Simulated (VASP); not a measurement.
A run of VASP 6.6.1:

File INCAR:

```
SYSTEM = MnSn3
  PREC = Accurate
  ENCUT = 520
  EDIFF = 1E-6
  ISMEAR = 0
  SIGMA = 0.1
  LREAL = .False.
  LASPH = .True.
  NELM = 80
  ALGO = Fast
  ISIF = 2
  LWAVE = .False.
  LCHARG = .False.
  GGA = PE
  NBANDS = 36
```

The input KPOINTS:

```
regular mesh
0
Gamma
  10 10 10
  0 0 0
```

The input POSCAR:

```
MnSn3
1.0
    0.0000000000      3.4054810063      3.4054810063
    3.4054810063      0.0000000000      3.4054810063
    3.4054810063      3.4054810063      0.0000000000
Sn Mn
3 1
Direct
    0.2500000000      0.2500000000      0.2500000000
    0.7500000000      0.7500000000      0.7500000000
    0.5000000000      0.5000000000      0.5000000000
    0.0000000000      0.0000000000      0.0000000000
```

Potentials or basis: VASP PAW PBE potentials, release 64 (Sn_d, Mn_pv).

Command:

```sh
$ cat potpaw_PBE.64/Sn_d/POTCAR potpaw_PBE.64/Mn_pv/POTCAR > POTCAR
$ mpirun -np 1 vasp_std > vasp.out
```

Hardware: 1 thread of AMD EPYC 9R14 (Zen 4) (shared host).

Question: Estimate the wall time of this run.

Answer: Wall time 3.5 min on 1 thread of AMD EPYC 9R14 (Zen 4), on a shared host, peak memory 0.24 GiB. Counts: scf iterations 17, k points 47.
